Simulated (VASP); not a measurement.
Write the native input for VASP 6.6.1 that does the following.

```
Task                   : single point
Functional             : PBEsol
Potentials or basis    : VASP PAW PBE potentials, release 64 (Mg, Sc_sv)
Cutoff                 : 520 eV
k mesh                 : 14 × 14 × 14
Occupations            : gaussian, width 0.15 eV
Spin                   : no spin polarisation
Dipole correction      : no
Further INCAR settings : ALGO = Fast; EDIFF = 1e-06; NBANDS = 14
```

The structure of MgSc lies in POSCAR:

```
MgSc
1.0
    3.5964512400     -0.0539467686      0.0000000000
   -0.0539467686      3.5964512400      0.0000000000
    0.0000000000      0.0000000000      3.5964512400
Mg Sc
1 1
Direct
    0.0000000000      0.0000000000      0.0000000000
    0.5000000000      0.5000000000      0.5000000000
```

This cell differs from its parent crystal: strain -0.0300 x Voigt [0, 0, 0, 0, 0, 1].

One way to write it, as run:

INCAR

```
SYSTEM = MgSc
PREC = Accurate
ENCUT = 520
EDIFF = 1E-6
ISMEAR = 0
SIGMA = 0.15
LREAL = .False.
LASPH = .True.
NELM = 100
ALGO = Fast
ISIF = 2
LWAVE = .False.
LCHARG = .False.
GGA = PS
NBANDS = 14
```

KPOINTS

```
Automatic mesh
0
Gamma
  14 14 14
  0 0 0
```

Potentials or basis: VASP PAW PBE potentials, release 64 (Mg, Sc_sv).

Command:

```sh
$ cat potpaw_PBE.64/Mg/POTCAR potpaw_PBE.64/Sc_sv/POTCAR > POTCAR
$ mpirun -np 1 vasp_std > vasp.out
```

Results of the run:

The pressure is -1.3 GPa.

Caveat: the cell differs from its parent crystal (strain -0.0300 x Voigt [0, 0, 0, 0, 0, 1]); the PAW data sets were made with another functional, which shifts forces and pressure a little.

It took 100 s on 1 thread of Intel(R) Xeon(R) 6975P-C (Granite Rapids), on a shared host, peak memory 0.42 GiB.
